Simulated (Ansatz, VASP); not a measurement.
## V in VASP and in Ansatz

```
V
1.0
     4.73572    0.00000    0.00000
     0.00000    4.73572    0.00000
     0.00000    0.00000    4.73572
V
8
Direct
  0.50000 0.50000 0.50000
  0.00000 0.00000 0.00000
  0.25000 0.00000 0.50000
  0.50000 0.25000 0.00000
  0.50000 0.75000 0.00000
  0.75000 0.00000 0.50000
  0.00000 0.50000 0.75000
  0.00000 0.50000 0.25000
```

Alike in both runs: task relaxation of cell and atoms; functional PBEsol; k mesh 8 × 8 × 8; occupations gaussian, width 0.1 eV; no spin polarisation.

|  | VASP | Ansatz |
| --- | --- | --- |
| version | VASP 6.6.1 | Ansatz 0.2.0 |
| potentials or method | VASP PAW PBE potentials, release 64 (V_sv), cutoff 600 eV | scalar-relativistic, plane waves, PAW |
| valence electrons in the cell | 104 | 104 |

```csv
,VASP,Ansatz,Ansatz less VASP
"gap on the k mesh at the Fermi level, each at its own relaxed structure (eV)",none,none,-
relaxed volume (Å³/atom),13.23,13.21,-0.013
relaxed length of the cell vector where the two differ most in proportion (Å),4.730,4.728,-0.0015
```

VASP's potentials were made for PBE, not for PBEsol. A gap of «none» marks a metal or a gap that the smearing closes.
